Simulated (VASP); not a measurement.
# CdSe (F-43m) in VASP: further runs

CdSe is run at these levels: PBEsol; tasks: elastic constants.

All numbers are computed with VASP 6.6.1; they aren't measurements. Logs are shortened: lines on timing, memory, paths and dates and some standing lists are left out, and cuts for length are marked.

**1. The cell of the first run**

It takes space group F-43m (No. 216, cubic). The conventional cell has a = 6.083 Å, b = 6.083 Å, c = 6.083 Å, α = 90.00°, β = 90.00°, γ = 90.00°. Within 3.5 Å of Cd (site symmetry -43m) lie 4 Se at 2.63 Å. Within 3.5 Å of Se (site symmetry -43m) lie 4 Cd at 2.63 Å.

**2. Elastic constants, PBEsol**

INCAR

```
SYSTEM = CdSe
ALGO     = Normal         ! electronic algorithm
EDIFF    = 1E-8           ! SCF threshold, eV
ENCUT    = 600            ! plane-wave cutoff, eV
GGA      = PS             ! functional
IBRION   = 6              ! ionic algorithm
ISIF     = 3              ! what is computed and relaxed
ISMEAR   = 0              ! smearing method
LASPH    = .True.         ! aspherical terms in the spheres
LCHARG   = .False.        ! write CHGCAR
LREAL    = .False.        ! projectors in reciprocal space
LWAVE    = .False.        ! write WAVECAR
NBANDS   = 16             ! bands
NELM     = 100            ! most SCF steps
NFREE    = 2            
NSW      = 1              ! ionic steps
POTIM    = 0.015          ! step
PREC     = Accurate       ! precision mode
SIGMA    = 0.01           ! smearing width, eV
```

KPOINTS

```
k-points
0
Gamma
  6 6 6
  0 0 0
```

POSCAR

```
CdSe
1.0
    0.0000000000      3.0413209765      3.0413209765
    3.0413209765      0.0000000000      3.0413209765
    3.0413209765      3.0413209765      0.0000000000
Cd Se
1 1
Direct
    0.0000000000      0.0000000000      0.0000000000
    0.7500000000      0.7500000000      0.7500000000
```

Potentials or basis: VASP PAW PBE potentials, release 64 (Cd, Se).

Command:

```sh
$ cat potpaw_PBE.64/Cd/POTCAR potpaw_PBE.64/Se/POTCAR > POTCAR
$ mpirun -np 1 vasp_std > vasp.out
```

OUTCAR:

```text
SYSTEM = CdSe
   EDIFF = 1E-8
   ENCUT = 600
   GGA = PS
   IBRION = 6
   ISIF = 3
   ISMEAR = 0
   LASPH = .True.
   LREAL = .False.
   NELM = 100
   NFREE = 2
   NSW = 1
   POTIM = 0.015
   PREC = Accurate

 ion  position               nearest neighbor table
   1  0.000  0.000  0.000-   2 2.63   2 2.63   2 2.63   2 2.63
   2  0.750  0.750  0.750-   1 2.63   1 2.63   1 2.63   1 2.63

  LATTYP: Found a face centered cubic cell.
 ALAT       =     6.0826419530

  Lattice vectors:

 A1 = (   0.0000000000,   3.0413209765,   3.0413209765)
 A2 = (   3.0413209765,   0.0000000000,   3.0413209765)
 A3 = (   3.0413209765,   3.0413209765,   0.0000000000)

Analysis of symmetry for initial positions (statically):
=====================================================================
 Subroutine PRICEL returns:
 Original cell was already a primitive cell.

 Routine SETGRP: Setting up the symmetry group for a
 face centered cubic supercell.

 Subroutine GETGRP returns: Found 24 space group operations
 (whereof 24 operations were pure point group operations)
 out of a pool of 48 trial point group operations.

The static configuration has the point symmetry T_d .

Analysis of symmetry for dynamics (positions and initial velocities):
=====================================================================
 Subroutine PRICEL returns:
 Original cell was already a primitive cell.

 Routine SETGRP: Setting up the symmetry group for a
 face centered cubic supercell.

 Subroutine GETGRP returns: Found 24 space group operations
 (whereof 24 operations were pure point group operations)
 out of a pool of 48 trial point group operations.

The dynamic configuration has the point symmetry T_d .

 Subroutine INISYM returns: Found 24 space group operations
 (whereof 24 operations are pure point group operations),
 and found     1 'primitive' translations

----------------------------------------------------------------------------------------

                                     Primitive cell

  volume of cell :      56.2622

  direct lattice vectors                    reciprocal lattice vectors
     0.000000000  3.041320977  3.041320977    -0.164402246  0.164402246  0.164402246
     3.041320977  0.000000000  3.041320977     0.164402246 -0.164402246  0.164402246
     3.041320977  3.041320977  0.000000000     0.164402246  0.164402246 -0.164402246

  length of vectors
     4.301077372  4.301077372  4.301077372     0.284753043  0.284753043  0.284753043

  position of ions in fractional coordinates (direct lattice)
     0.000000000  0.000000000  0.000000000
     0.750000000  0.750000000  0.750000000

  ion indices of the primitive-cell ions
   primitive index   ion index
                 1           1
                 2           2

----------------------------------------------------------------------------------------

 KPOINTS: k-points

Automatic generation of k-mesh.
 Grid dimensions read from file:
 generate k-points for:    6    6    6

 Generating k-lattice:

  Cartesian coordinates                     Fractional coordinates (reciprocal lattice)
    -0.027400374  0.027400374  0.027400374     0.166666667  0.000000000  0.000000000
     0.027400374 -0.027400374  0.027400374     0.000000000  0.166666667  0.000000000
     0.027400374  0.027400374 -0.027400374     0.000000000  0.000000000  0.166666667

  Length of vectors
     0.047458841  0.047458841  0.047458841

  Shift w.r.t. Gamma in fractional coordinates (k-lattice)
     0.000000000  0.000000000  0.000000000

 Subroutine IBZKPT returns following result:
 ===========================================

 Found     16 irreducible k-points:

[... 52 lines left out ...]
   EFERMI_NEDOS =   21; number of points for ismear=-14 and -15
   IALGO  =     38    algorithm
   IMIX   =      4    mixing-type and parameters
     AMIX     =   0.40;   BMIX     =  1.00
     AMIX_MAG =   1.60;   BMIX_MAG =  1.00
  volume/ion in A,a.u.               =      28.13       189.84
  Fermi-wavevector in a.u.,A,eV,Ry     =   1.119679  2.115886 17.057357  1.253680
  Thomas-Fermi vector in A             =   2.256320
   LORBIT       =      0    0 simple, 1 ext, 2 COOP (PROOUT), +10 PAW based schemes
   GGA     = PS    functional components
   LHFCALC =     F    Hartree Fock is set to
   AEXX    =    0.0000 exact exchange contribution
   IVDW    =     0    specifies the selected vdW correction
   LEPSILON=     F    determine dielectric tensor
   LRPA    =     F    only Hartree local field effects (RPA)
 finite differences with symmetry
 non-spin polarized calculation
 Gauss-broadening in eV      SIGMA  =   0.01
  energy-cutoff  :      600.00
  volume of cell :       56.26
 maximum number of plane-waves:      1895
 NGX is ok and might be reduce to    36
   NGX = 17   NGY = 17   NGZ = 17

--------------------------------------- Ionic step        1  -------------------------------------------

 number of electron      17.9999999 magnetization

 Free energy of the ion-electron system (eV)
  ---------------------------------------------------
  ext. energy  EPLUGINS =         0.00000000
  ---------------------------------------------------
  free energy    TOTEN  =        -6.17249490 eV

  energy without entropy =       -6.17249490  energy(sigma->0) =       -6.17249490

------------------------ aborting loop because EDIFF is reached ----------------------------------------

  FORCE on cell =-STRESS in cart. coord.  units (eV):
  Direction    XX          YY          ZZ          XY          YZ          ZX
  --------------------------------------------------------------------------------------
  -------------------------------------------------------------------------------------
  Total        0.0991333      0.0991333      0.0991333     -0.0000000      0.0000000     -0.0000000
  in kB        2.8230150      2.8230150      2.8230150     -0.0000000      0.0000000     -0.0000000
  external PRESSURE =       2.8230150 kB  Pullay stress =       0.0000000 kB
[... 89 lines left out ...]
  FREE ENERGIE OF THE ION-ELECTRON SYSTEM (eV)
  ---------------------------------------------------
  free  energy   TOTEN  =        -6.1684241599 eV

  energy  without entropy=       -6.1684241599  energy(sigma->0) =       -6.16842416

[... ionic steps 4 to 14 ...]

--------------------------------------- Ionic step       15  -------------------------------------------

 number of electron      18.0000000 magnetization

------------------------ aborting loop because EDIFF is reached ----------------------------------------
[... 67 lines left out ...]
--------------------------------------- Ionic step       17  -------------------------------------------

 number of electron      17.9999999 magnetization

 Free energy of the ion-electron system (eV)
  ---------------------------------------------------
  ext. energy  EPLUGINS =         0.00000000
  ---------------------------------------------------
  free energy    TOTEN  =        -6.17194680 eV

  energy without entropy =       -6.17194680  energy(sigma->0) =       -6.17194680

 E-fermi :   0.9361     XC(G=0):  -9.0970

 val. band max:        0.8232181471   @ k =   0.0000   0.0000   0.0000
 cond. band min:       1.2955304718   @ k =   0.0000   0.0000   0.0000
 fundamental gap:      0.4723123247
 Fermi energy:         0.9360612646

 k-point     1 :       0.0000    0.0000    0.0000
  band No.  band energies     occupation
      1     -11.8080      2.00000
      2      -7.1116      2.00000
      3      -7.1026      2.00000
      4      -7.0937      2.00000
      5      -6.7218      2.00000
      6      -6.7217      2.00000
[... 433 lines left out ...]
      3      -6.9557      2.00000
      4      -6.7485      2.00000
      5      -6.6929      2.00000
      6      -6.4132      2.00000
[... 8 lines left out ...]
     15      12.5232      0.00000
     16      13.0170      0.00000

 [... further k-points ...]

------------------------ aborting loop because EDIFF is reached ----------------------------------------

  FORCE on cell =-STRESS in cart. coord.  units (eV):
  Direction    XX          YY          ZZ          XY          YZ          ZX
  --------------------------------------------------------------------------------------
  -------------------------------------------------------------------------------------
  Total        0.0994170      0.1013221      0.1013221      0.0000000     -0.0952970      0.0000000
  in kB        2.8310957      2.8853465      2.8853465      0.0000000     -2.7137695      0.0000000
  external PRESSURE =       2.8672629 kB  Pullay stress =       0.0000000 kB
[... 17 lines left out ...]
  FREE ENERGIE OF THE ION-ELECTRON SYSTEM (eV)
  ---------------------------------------------------
  free  energy   TOTEN  =        -6.1719468030 eV

  energy  without entropy=       -6.1719468030  energy(sigma->0) =       -6.17194680

 INTERNAL STRAIN TENSORS FROM STRAINED CELLS
 ============================================

 INTERNAL STRAIN TENSOR FOR ION    1 for displacements in x,y,z  (eV/Angst):
          X           Y           Z          XY          YZ          ZX
  --------------------------------------------------------------------------------
  x     0.00000     0.00000    -0.00000     0.00000    -6.34234    -0.00000
  y     0.00000     0.00000     0.00000    -0.00000    -0.00000    -6.34243
  z     0.00000     0.00000    -0.00000    -6.34274    -0.00000     0.00000

 INTERNAL STRAIN TENSORS FROM DISPLACED ATOMS
 ============================================

 INTERNAL STRAIN TENSOR FOR ION    1 for displacements in x,y,z  (eV/Angst):
          X           Y           Z          XY          YZ          ZX
  --------------------------------------------------------------------------------
  x    -0.00000    -0.00000    -0.00000     0.00000    -6.35064     0.00000
  y    -0.00000     0.00000    -0.00000     0.00000     0.00000    -6.35064
  z    -0.00000    -0.00000    -0.00000    -6.35064     0.00000     0.00000

 INTERNAL STRAIN TENSOR FOR ION    2 for displacements in x,y,z  (eV/Angst):
          X           Y           Z          XY          YZ          ZX
  --------------------------------------------------------------------------------
  x     0.00000    -0.00000    -0.00000     0.00000     6.35252     0.00000
  y     0.00000    -0.00000     0.00000     0.00000     0.00000     6.35252
  z    -0.00000    -0.00000     0.00000     6.35252     0.00000     0.00000

 Eigenvectors and eigenvalues of the dynamical matrix
 ----------------------------------------------------

   1 f  =    5.066692 THz    31.834965 2PiTHz  169.006656 cm-1    20.954145 meV
             X         Y         Z           dx          dy          dz
      0.000000  0.000000  0.000000    -0.642340    0.000000    0.000000
      4.561981  4.561981  4.561981     0.766420    0.000000    0.000000
[... 21 lines left out ...]
   6 f/i=    0.000003 THz     0.000018 2PiTHz    0.000097 cm-1     0.000012 meV
             X         Y         Z           dx          dy          dz
      0.000000  0.000000  0.000000     0.000000    0.355900    0.678774
      4.561981  4.561981  4.561981     0.000000    0.298282    0.568884

--------------------------------------------------------------------------------------------------------

 ELASTIC MODULI CONTR FROM IONIC RELAXATION (kBar)
 Direction    XX          YY          ZZ          XY          YZ          ZX
 --------------------------------------------------------------------------------
 XX          -0.0000      0.0000      0.0000      0.0000     -0.0000     -0.0000
 YY           0.0000     -0.0000      0.0000      0.0000      0.0000      0.0000
 ZZ           0.0000      0.0000     -0.0000     -0.0000      0.0000     -0.0000
 XY           0.0000      0.0000     -0.0000   -235.8144      0.0000      0.0000
 YZ          -0.0000      0.0000      0.0000      0.0000   -235.8144      0.0000
 ZX          -0.0000      0.0000     -0.0000      0.0000      0.0000   -235.8144
 --------------------------------------------------------------------------------

 TOTAL ELASTIC MODULI (kBar)
 Direction    XX          YY          ZZ          XY          YZ          ZX
 --------------------------------------------------------------------------------
 XX         646.8741    473.6770    473.6770      0.0000     -0.0000     -0.0000
 YY         473.6770    646.8741    473.6770      0.0000      0.0000     -0.0000
 ZZ         473.6770    473.6770    646.8741     -0.0000      0.0000     -0.0000
 XY           0.0000      0.0000     -0.0000    223.1651      0.0000      0.0000
 YZ          -0.0000      0.0000      0.0000      0.0000    223.1651      0.0000
 ZX          -0.0000     -0.0000     -0.0000      0.0000      0.0000    223.1651
 --------------------------------------------------------------------------------
```

Run time: 6.5 min. Hardware: 1 thread of AMD EPYC 9R45 (Zen 5), shared host; peak memory 0.27 GiB.

What came out:

- Elastic constants C11, C12, C44: 65, 47, 22 GPa
- Voigt bulk modulus: 53 GPa
- Highest phonon frequency at Γ, LO-TO splitting left out: 169 cm⁻¹

Phonon frequencies in cm⁻¹ (negative: imaginary):
| q point | frequencies |
| --- | --- |
| (0.000, 0.000, 0.000) | 0 0 0 169 169 169 |

Elastic tensor in Voigt notation (GPa, in the Cartesian axes of the cell as first typed):
```
65 47 47  0  0  0
47 65 47  0  0  0
47 47 65  0  0  0
 0  0  0 22  0  0
 0  0  0  0 22  0
 0  0  0  0  0 22
```

Clamped-ion elastic tensor (GPa):
```
65 47 47  0  0  0
47 65 47  0  0  0
47 47 65  0  0  0
 0  0  0 46  0  0
 0  0  0  0 46  0
 0  0  0  0  0 46
```

Caveat: the PAW data sets were made with another functional, which shifts forces and pressure a little.

**3. Elastic constants, PBEsol**

INCAR

```
  PREC = Accurate
  ENCUT = 600
  EDIFF = 1E-8
  ISMEAR = 0
  SIGMA = 0.01
  LREAL = False
  LASPH = True
  NELM = 100
  ALGO = Normal
  ISIF = 3
  LWAVE = False
  LCHARG = False
  GGA = PS
  NBANDS = 16
  IBRION = 6
  NFREE = 2
  POTIM = 0.015
  NSW = 1
```

KPOINTS

```
Automatic mesh
0
Gamma
  6 6 6
```

POSCAR is that of step 2.

Potentials or basis: VASP PAW PBE potentials, release 64 (Cd, Se).

Command:

```sh
$ cat potpaw_PBE.64/Cd/POTCAR potpaw_PBE.64/Se/POTCAR > POTCAR
$ mpirun -np 1 vasp_std > vasp.out
```

It took 6.9 min on 1 thread of AMD EPYC 9R45 (Zen 5), shared host; peak memory 0.27 GiB.

The run converged. Its results:

```yaml
Elastic_constants_C11_C12_C44: 65, 47, 22 GPa
Voigt_bulk_modulus: 53 GPa
Highest_phonon_frequency_at_Γ_LO-TO_splitting_left_out: 169 cm⁻¹
```

Phonon frequencies in cm⁻¹ (negative: imaginary):
```
              q point        frequencies
(0.000, 0.000, 0.000)  0 0 0 169 169 169
```

Elastic tensor in Voigt notation (GPa, in the Cartesian axes of the cell as first typed):
```
65 47 47  0  0  0
47 65 47  0  0  0
47 47 65  0  0  0
 0  0  0 22  0  0
 0  0  0  0 22  0
 0  0  0  0  0 22
```

Clamped-ion elastic tensor (GPa):
```
65 47 47  0  0  0
47 65 47  0  0  0
47 47 65  0  0  0
 0  0  0 46  0  0
 0  0  0  0 46  0
 0  0  0  0  0 46
```

Caveat: the PAW data sets were made with another functional, which shifts forces and pressure a little.
